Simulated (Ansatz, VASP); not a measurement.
## Two plane-wave programs on Fe

```xyz
1
Lattice="-1.1897 1.1897 1.9673 1.1897 -1.1897 1.9673 1.1897 1.1897 -1.9673" Properties=species:S:1:pos:R:3 pbc="T T T"
Fe    0.0000    0.0000    0.0000
```

Alike in both runs: functional PBEsol; k mesh 24 × 24 × 24; occupations gaussian, width 0.1 eV; collinear spin.

Ansatz relaxed the structure, and its values are those at the end. VASP's run is a single point on that final structure, the one shown.

|  | VASP | Ansatz |
| --- | --- | --- |
| version | VASP 6.6.1 | Ansatz 0.2.0 |
| potentials or method | VASP PAW PBE potentials, release 64 (Fe), cutoff 520 eV | scalar-relativistic, plane waves, PAW |
| valence electrons in the cell | 8 | 16 |

```csv
,VASP,Ansatz,Ansatz less VASP
gap on the k mesh at the Fermi level (eV),none,none,-
pressure (GPa),0.1,0.0,-0.13
net moment per atom (μB),2.28,2.26,-0.015
size of the moment on the site where the two differ most (μB),2.26,2.27,+0.015
```

VASP's potentials were made for PBE, not for PBEsol. Site moments also hang on the region over which each program counts them. A gap of «none» marks a metal or a gap that the smearing closes. With one functional, cell and mesh, what is left measures potentials, basis and numerics. VASP's potentials hold 8 valence electrons a cell and Ansatz's 16, so a difference there can come from the potentials and not from the codes.
